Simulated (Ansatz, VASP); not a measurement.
**One calculation of Au, two programs**

```
Au
1.0
     2.89358    0.00000    0.00000
    -1.44679    2.50591    0.00000
     0.00000    0.00000    4.68760
Au
2
Direct
  0.33333 0.66667 0.25000
  0.66667 0.33333 0.75000
```

Alike in both runs: task relaxation of cell and atoms; functional PBEsol; k mesh 15 × 15 × 8; occupations fermi-dirac, width 0.05 eV; no spin polarisation.

```csv
,VASP,Ansatz
version,VASP 6.6.1,Ansatz 0.2.0
potentials or method,"VASP PAW PBE potentials, release 64 (Au)","PAW with Ansatz's default frozen-core files, scalar-relativistic"
plane-wave cutoff (eV),600,420
valence electrons in the cell,22,38
```

|  | VASP | Ansatz | Ansatz less VASP |
| --- | --- | --- | --- |
| relaxed volume (Å³/atom) | 17.02 | 17.04 | +0.020 |
| relaxed cell length with the largest relative difference (Å) | 4.804 | 4.806 | +0.0019 |

VASP's potentials were made for PBE, not for PBEsol. VASP's potentials hold 22 valence electrons a cell and Ansatz's 38, so a difference there can come from the potentials and not from the codes.

Neither program's run includes spin-orbit coupling.
